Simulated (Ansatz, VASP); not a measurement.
# Ag: VASP beside Ansatz

```
Ag
1.0
     0.00000    2.20655    1.87965
     2.20655    0.00000    1.87965
     2.20655    2.20655    0.00000
Ag
1
Direct
  0.00000 0.00000 0.00000
```

Change from the starting cell: strain +0.080 along x and y, -0.080 along z, atoms carried along.

Alike in both runs: task single point; functional PBEsol; k mesh 20 × 20 × 20; occupations gaussian, width 0.15 eV; no spin polarisation.

|  | VASP | Ansatz |
| --- | --- | --- |
| version | VASP 6.6.1 | Ansatz 0.2.0 |
| potentials or method | VASP PAW PBE potentials, release 64 (Ag), cutoff 520 eV | scalar-relativistic, plane waves, PAW |
| valence electrons in the cell | 11 | 19 |

```tsv
	VASP	Ansatz	Ansatz less VASP
gap on the k mesh at the Fermi level (eV)	none	none	-
pressure (GPa)	-8.2	-8.1	+0.09
traceless stress, the component that is largest in VASP (GPa)	1.25	1.26	+0.011
```

VASP's potentials were made for PBE, not for PBEsol. A gap of «none» marks a metal or a gap that the smearing closes. VASP's potentials hold 11 valence electrons a cell and Ansatz's 19, so a difference there can come from the potentials and not from the codes.
